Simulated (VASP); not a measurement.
# TePb (Fm-3m) in VASP: a series of runs

The runs below take TePb through relaxation of cell and atoms, with LDA.

Everything below comes from runs of VASP 6.6.1. Logs are shortened: lines on timing, memory, paths and dates and some standing lists are left out, and cuts for length are marked.

## 1. The cell of the first run

The structure is cubic, space group Fm-3m (No. 225). The conventional cell has a = 6.462 Å, b = 6.462 Å, c = 6.462 Å, α = 90.00°, β = 90.00°, γ = 90.00°. Within 4.3 Å of Te (site symmetry m-3m) lie 6 Pb at 3.23 Å. Within 4.3 Å of Pb (site symmetry m-3m) lie 6 Te at 3.23 Å.

## 2. Relaxation of cell and atoms, LDA

INCAR reads:

```
SYSTEM = TePb
ALGO = Normal
EDIFF = 1E-6
EDIFFG = -0.005
ENCUT = 600
IBRION = 2
ISIF = 3
ISMEAR = 0
LASPH = .True.
LCHARG = .False.
LREAL = .False.
LWAVE = .False.
NELM = 80
NSW = 100
PREC = Accurate
SIGMA = 0.02
```

KPOINTS reads:

```
k-points
0
Gamma
  8 8 8
  0 0 0
```

POSCAR reads:

```
TePb
1.0
    0.0000000000      3.2310000000      3.2310000000
    3.2310000000      0.0000000000      3.2310000000
    3.2310000000      3.2310000000      0.0000000000
Te Pb
1 1
Direct
    0.5000000000      0.5000000000      0.5000000000
    0.0000000000      0.0000000000      0.0000000000
```

Potentials or basis: VASP PAW LDA potentials, release 64 (Te, Pb_d).

Launch:

```bash
cat potpaw_LDA.64/Te/POTCAR potpaw_LDA.64/Pb_d/POTCAR > POTCAR
mpirun -np 1 vasp_std > vasp.out
```

OUTCAR:

```text
SYSTEM = TePb
   EDIFF = 1E-6
   EDIFFG = -0.005
   ENCUT = 600
   IBRION = 2
   ISIF = 3
   ISMEAR = 0
   LASPH = .True.
   LREAL = .False.
   NELM = 80
   NSW = 100
   PREC = Accurate

 ion  position               nearest neighbor table
   1  0.500  0.500  0.500-   2 3.23   2 3.23   2 3.23   2 3.23   2 3.23   2 3.23
   2  0.000  0.000  0.000-   1 3.23   1 3.23   1 3.23   1 3.23   1 3.23   1 3.23

  LATTYP: Found a face centered cubic cell.
 ALAT       =     6.4620000000

  Lattice vectors:

 A1 = (   0.0000000000,   3.2310000000,   3.2310000000)
 A2 = (   3.2310000000,   0.0000000000,   3.2310000000)
 A3 = (   3.2310000000,   3.2310000000,   0.0000000000)

Analysis of symmetry for initial positions (statically):
[... 33 lines left out ...]
                                     Primitive cell

  volume of cell :      67.4592

  direct lattice vectors                    reciprocal lattice vectors
     0.000000000  3.231000000  3.231000000    -0.154750851  0.154750851  0.154750851
     3.231000000  0.000000000  3.231000000     0.154750851 -0.154750851  0.154750851
     3.231000000  3.231000000  0.000000000     0.154750851  0.154750851 -0.154750851

  length of vectors
     4.569324020  4.569324020  4.569324020     0.268036337  0.268036337  0.268036337

  position of ions in fractional coordinates (direct lattice)
     0.500000000  0.500000000  0.500000000
     0.000000000  0.000000000  0.000000000

  ion indices of the primitive-cell ions
   primitive index   ion index
                 1           1
                 2           2

----------------------------------------------------------------------------------------

 KPOINTS: k-points

Automatic generation of k-mesh.
 Grid dimensions read from file:
 generate k-points for:    8    8    8

 Generating k-lattice:

  Cartesian coordinates                     Fractional coordinates (reciprocal lattice)
    -0.019343856  0.019343856  0.019343856     0.125000000  0.000000000  0.000000000
     0.019343856 -0.019343856  0.019343856     0.000000000  0.125000000  0.000000000
     0.019343856  0.019343856 -0.019343856     0.000000000  0.000000000  0.125000000

  Length of vectors
     0.033504542  0.033504542  0.033504542

  Shift w.r.t. Gamma in fractional coordinates (k-lattice)
     0.000000000  0.000000000  0.000000000

 Subroutine IBZKPT returns following result:
 ===========================================

 Found     29 irreducible k-points:

 Following reciprocal coordinates:
[... 59 lines left out ...]
   ISMEAR =     0;   SIGMA  =   0.02  broadening in eV -4-tet -1-fermi 0-gaus
   EFERMI_NEDOS =   21; number of points for ismear=-14 and -15
   IALGO  =     38    algorithm
   IMIX   =      4    mixing-type and parameters
     AMIX     =   0.40;   BMIX     =  1.00
     AMIX_MAG =   1.60;   BMIX_MAG =  1.00
  volume/ion in A,a.u.               =      33.73       227.62
  Fermi-wavevector in a.u.,A,eV,Ry     =   1.091619  2.062861 16.213147  1.191633
  Thomas-Fermi vector in A             =   2.227868
   LORBIT       =      0    0 simple, 1 ext, 2 COOP (PROOUT), +10 PAW based schemes
   GGA     = CA    functional components
   LHFCALC =     F    Hartree Fock is set to
   AEXX    =    0.0000 exact exchange contribution
   IVDW    =     0    specifies the selected vdW correction
   LEPSILON=     F    determine dielectric tensor
   LRPA    =     F    only Hartree local field effects (RPA)
 conjugate gradient relaxation of ions
 non-spin polarized calculation
 Gauss-broadening in eV      SIGMA  =   0.02
  energy-cutoff  :      600.00
  volume of cell :       67.46
 maximum number of plane-waves:      2272
 NGX is ok and might be reduce to    40
   NGX = 19   NGY = 19   NGZ = 19

--------------------------------------- Ionic step        1  -------------------------------------------

 number of electron      19.9999998 magnetization

 Free energy of the ion-electron system (eV)
  ---------------------------------------------------
  ext. energy  EPLUGINS =         0.00000000
  ---------------------------------------------------
  free energy    TOTEN  =        -8.76266474 eV

  energy without entropy =       -8.76266474  energy(sigma->0) =       -8.76266474

------------------------ aborting loop because EDIFF is reached ----------------------------------------

  FORCE on cell =-STRESS in cart. coord.  units (eV):
  Direction    XX          YY          ZZ          XY          YZ          ZX
  --------------------------------------------------------------------------------------
  -------------------------------------------------------------------------------------
  Total       -0.6820050     -0.6820050     -0.6820050      0.0000000      0.0000000     -0.0000000
  in kB      -16.1978468    -16.1978468    -16.1978468      0.0000000      0.0000000     -0.0000000
  external PRESSURE =     -16.1978468 kB  Pullay stress =       0.0000000 kB
[... 59 lines left out ...]
--------------------------------------- Ionic step        3  -------------------------------------------

 number of electron      20.0000001 magnetization

 Free energy of the ion-electron system (eV)
  ---------------------------------------------------
  ext. energy  EPLUGINS =         0.00000000
  ---------------------------------------------------
  free energy    TOTEN  =        -8.77497789 eV

  energy without entropy =       -8.77497789  energy(sigma->0) =       -8.77497789

 E-fermi :   5.9976     XC(G=0):  -9.7317

 val. band max:        5.8959945443   @ k =   0.5000   0.0000   0.0000
 cond. band min:       6.4555271458   @ k =   0.5000   0.0000   0.0000
 fundamental gap:      0.5595326015
 Fermi energy:         5.9975968012

 k-point     1 :       0.0000    0.0000    0.0000
  band No.  band energies     occupation
      1     -10.8467      2.00000
      2     -10.8467      2.00000
      3     -10.8299      2.00000
      4     -10.8299      2.00000
      5     -10.8299      2.00000
      6      -6.4693      2.00000
      7       0.3060      2.00000
      8       4.4054      2.00000
      9       4.4054      2.00000
     10       4.4054      2.00000
     11       9.9157      0.00000
     12       9.9157      0.00000
     13       9.9157      0.00000
     14      11.5876      0.00000
[... 377 lines left out ...]
      1     -10.8825      2.00000
      2     -10.8562      2.00000
      3     -10.8231      2.00000
      4     -10.8162      2.00000
      5     -10.8065      2.00000
      6      -4.7235      2.00000
      7      -2.6603      2.00000
      8       2.8997      2.00000
      9       3.1252      2.00000
     10       5.3770      2.00000
     11       7.0765      0.00000
     12       9.4234      0.00000
     13       9.9248      0.00000
     14      12.6201      0.00000

 [... further k-points ...]
[... 5 lines left out ...]
  --------------------------------------------------------------------------------------
  -------------------------------------------------------------------------------------
  Total       -0.0025317     -0.0025317     -0.0025317     -0.0000000      0.0000000     -0.0000000
  in kB       -0.0623127     -0.0623127     -0.0623127     -0.0000000      0.0000000     -0.0000000
  external PRESSURE =      -0.0623127 kB  Pullay stress =       0.0000000 kB
[... 17 lines left out ...]
  FREE ENERGIE OF THE ION-ELECTRON SYSTEM (eV)
  ---------------------------------------------------
  free  energy   TOTEN  =        -8.7749778940 eV

  energy  without entropy=       -8.7749778940  energy(sigma->0) =       -8.77497789

 reached required accuracy - stopping structural energy minimisation
```

It took 46 s on 1 thread of Intel Xeon Platinum 8488C (Sapphire Rapids), shared host; peak memory 0.21 GiB.

What came out:

```yaml
Free_energy: -8.7750 eV
Relaxed_volume: 32.55 Å³/atom
Relaxed_cell: a = 4.515 Å, b = 4.515 Å, c = 4.515 Å, α = 60.00°, β = 60.00°, γ = 60.00°
Space_group_after_relaxing_to_0.05_Å: Fm-3m (No. 225)
Energy_gained_by_relaxing: 6.2 meV/atom
Ionic_steps: 3
Pressure_after_relaxing: 0.0 GPa
Band_gap_on_the_k_mesh: 0.56 eV, direct
```

The path:
```
step  energy change (eV)  largest force (eV/Å)  pressure (GPa)  volume (Å³)
   1              0.0000                0.0000           -1.62        67.46
   2             -0.0103                0.0000            0.71        64.18
   3             -0.0123                0.0000           -0.01        65.09
```

Final structure:
```cif
data_structure
_symmetry_space_group_name_H-M 'P 1'
_symmetry_Int_Tables_number 1
_cell_length_a 4.5153
_cell_length_b 4.5153
_cell_length_c 4.5153
_cell_angle_alpha 60.000
_cell_angle_beta 60.000
_cell_angle_gamma 60.000
_cell_volume 65.09
loop_
_atom_site_label
_atom_site_type_symbol
_atom_site_fract_x
_atom_site_fract_y
_atom_site_fract_z
_atom_site_occupancy
Te1 Te 0.50000 0.50000 0.50000 1
Pb1 Pb 0.00000 0.00000 0.00000 1
```

Caveat: spin-orbit coupling is left out, which moves the levels of the heavy elements.

## 3. Relaxation of cell and atoms, LDA

This run uses another cell than the first one, of 32.50 Å³/atom, 0.964 times its volume.

INCAR reads:

```
SYSTEM = TePb
PREC     = Accurate       ! precision mode
ENCUT    = 600            ! plane-wave cutoff, eV
EDIFF    = 1E-6           ! SCF threshold, eV
ISMEAR   = 0              ! smearing method
SIGMA    = 0.02           ! smearing width, eV
LREAL    = .FALSE.        ! projectors in reciprocal space
LASPH    = .TRUE.         ! aspherical terms in the spheres
NELM     = 60             ! most SCF steps
ALGO     = Normal         ! electronic algorithm
ISIF     = 3              ! what is computed and relaxed
LWAVE    = .FALSE.        ! write WAVECAR
LCHARG   = .FALSE.        ! write CHGCAR
IBRION   = 2              ! ionic algorithm
NSW      = 100            ! ionic steps
EDIFFG   = -0.005         ! ionic threshold
```

KPOINTS reads:

```
Automatic mesh
0
G
  10 10 10
  0 0 0
```

POSCAR reads:

```
TePb
1.0
    0.0000000000      3.1912201679      3.1912201679
    3.1912201679      0.0000000000      3.1912201679
    3.1912201679      3.1912201679      0.0000000000
Te Pb
1 1
Direct
    0.5000000000      0.5000000000      0.5000000000
    0.0000000000      0.0000000000      0.0000000000
```

Potentials or basis: VASP PAW LDA potentials, release 64 (Te, Pb_d).

Launch:

```bash
cat potpaw_LDA.64/Te/POTCAR potpaw_LDA.64/Pb_d/POTCAR > POTCAR
mpirun -np 1 vasp_std > vasp.out
```

Run time: 55 s. Hardware: 1 thread of Intel Xeon Platinum 8488C (Sapphire Rapids), shared host; peak memory 0.22 GiB.

Results (log left out):

```
Free energy                            : -8.7751 eV
Relaxed volume                         : 32.54 Å³/atom
Relaxed cell                           : a = 4.515 Å, b = 4.515 Å, c = 4.515 Å, α = 60.00°, β = 60.00°, γ = 60.00°
Space group after relaxing (to 0.05 Å) : Fm-3m (No. 225)
Energy gained by relaxing              : 0.0 meV/atom
Ionic steps                            : 6
Pressure after relaxing                : 0.0 GPa
Band gap on the k mesh                 : 0.56 eV, direct
```

Final structure:
```yaml
crystal:
  lattice:
    - [0.00000, 3.19262, 3.19262]
    - [3.19262, 0.00000, 3.19262]
    - [3.19262, 3.19262, 0.00000]
  atoms:
    - { symbol: Te, position: [0.50000, 0.50000, 0.50000] }
    - { symbol: Pb, position: [0.00000, 0.00000, 0.00000] }
```

Levels at points of the mesh, in eV from the valence-band top:
| k point | band 6 | band 7 | band 8 | band 9 | band 10 | band 11 | band 12 | band 13 | band 14 |
| --- | --- | --- | --- | --- | --- | --- | --- | --- | --- |
| (0.00, 0.00, 0.00) | -12.37 | -5.59 | -1.49 | -1.49 | -1.49 | 4.02 | 4.02 | 4.02 | 5.69 |
| (0.50, 0.00, 0.00) | -10.84 | -8.84 | -0.99 | -0.99 | 0.00 | 0.56 | 1.11 | 1.11 | 8.33 |
| (0.50, 0.50, 0.00) | -10.55 | -7.42 | -4.81 | -3.03 | -3.03 | 3.09 | 5.51 | 5.51 | 6.81 |

Caveat: spin-orbit coupling is left out, which moves the levels of the heavy elements.
